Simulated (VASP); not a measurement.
CdF2:

```xyz
3
Lattice="0.0000 2.7127 2.7127 2.7127 0.0000 2.7127 2.7127 2.7127 0.0000" Properties=species:S:1:pos:R:3 pbc="T T T"
Cd    0.0000    0.0000    0.0000
F     1.3564    1.3564    1.3564
F     4.0691    4.0691    4.0691
```

This cell differs from its parent crystal: volume changed by -3%.

Base run:

- Program: VASP 6.6.1
- Functional: PBE
- Potentials or basis: VASP PAW PBE potentials, release 64 (Cd_sv_GW, F)
- Cutoff: 600 eV
- k mesh: 6 × 6 × 6
- Occupations: gaussian, width 0.01 eV
- Spin: no spin polarisation

Its results: band gap on the k mesh 3.03 eV, indirect (least direct gap 3.54 eV); pressure 2.3 GPa.

Problem. The run is repeated on the same cell with these changes: potentials or basis from VASP PAW PBE potentials, release 64 (Cd_sv_GW, F) to VASP PAW PBE potentials, release 64 (Cd, F); cutoff from 600 eV to 520 eV; further incar settings from ALGO = Normal; EDIFF = 1e-06; NBANDS = 24 to ALGO = Normal; EDIFF = 1e-07; NBANDS = 20; valence electrons from 34 to 26. What comes out?

Solution. Band gap on the k mesh 3.01 eV, indirect (least direct gap 3.52 eV); pressure 3.7 GPa.

A k mesh can miss the band edges.
